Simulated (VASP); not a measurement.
A run of VASP 6.6.1:

The input INCAR:

```
  ALGO = Normal
  EDIFF = 1E-6
  ENCUT = 520
  GGA = PS
  ISIF = 2
  ISMEAR = 0
  ISPIN = 2
  LASPH = T
  LCHARG = T
  LELF = T
  LMAXMIX = 4
  LORBIT = 11
  LREAL = F
  LVHAR = T
  LWAVE = F
  MAGMOM = 2 0 0 0
  NBANDS = 38
  NELM = 150
  PREC = Accurate
  SIGMA = 0.05
```

Contents of KPOINTS:

```
k-points
0
Gamma
  8 8 8
```

Contents of POSCAR:

```
CrTc3
1.0
    3.7751377813      0.0000000000      0.0000000000
    0.0000000000      3.7751377813      0.0000000000
    0.0000000000      0.0000000000      3.7751377813
Cr Tc
1 3
Direct
    0.0000000000      0.0000000000      0.0000000000
    0.0000000000      0.5000000000      0.5000000000
    0.5000000000      0.5000000000      0.0000000000
    0.5000000000      0.0000000000      0.5000000000
```

Potentials or basis: VASP PAW PBE potentials, release 64 (Cr_pv, Tc_pv).

Run with:

```console
$ cat potpaw_PBE.64/Cr_pv/POTCAR potpaw_PBE.64/Tc_pv/POTCAR > POTCAR
$ mpirun -np 1 vasp_std > vasp.out
```

Hardware: 1 thread of Intel(R) Xeon(R) Platinum 8488C (Sapphire Rapids) (shared host).

Question: How long does it take, and how much memory?

Answer: Wall time 110 s on 1 thread of Intel(R) Xeon(R) Platinum 8488C (Sapphire Rapids), with other jobs on the host, peak memory 0.23 GiB. Counts: scf iterations 16, k points 35.
